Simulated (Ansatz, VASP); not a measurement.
## BaTe in VASP and in Ansatz

```
CELL_PARAMETERS angstrom
4.24482 0.00000 0.00000
0.00000 4.24482 0.00000
0.00000 0.00000 4.24482
ATOMIC_POSITIONS crystal
Ba 0.00000 0.00000 0.00000
Te 0.50000 0.50000 0.50000
```

Alike in both runs: task single point; functional PBE; k mesh 4 × 4 × 4; occupations fermi-dirac, width 0.02 eV; non-collinear spin, spin-orbit coupling.

|  | VASP | Ansatz |
| --- | --- | --- |
| version | VASP 6.6.1 | Ansatz 0.2.0 |
| potentials or method | VASP PAW PBE potentials, release 64 (Ba_sv, Te) | plane waves, PAW |
| plane-wave cutoff (eV) | 520 | 420 |
| valence electrons in the cell | 16 | 26 |

```csv
,VASP,Ansatz,Ansatz less VASP
net moment per atom (μB),0.00,0.00,0.000
```

VASP's potentials hold 16 valence electrons a cell and Ansatz's 26, so a difference there can come from the potentials and not from the codes. Ansatz's warnings: optics gap not shown off mesh.

The k mesh is coarse, so the values compare programs but aren't converged.
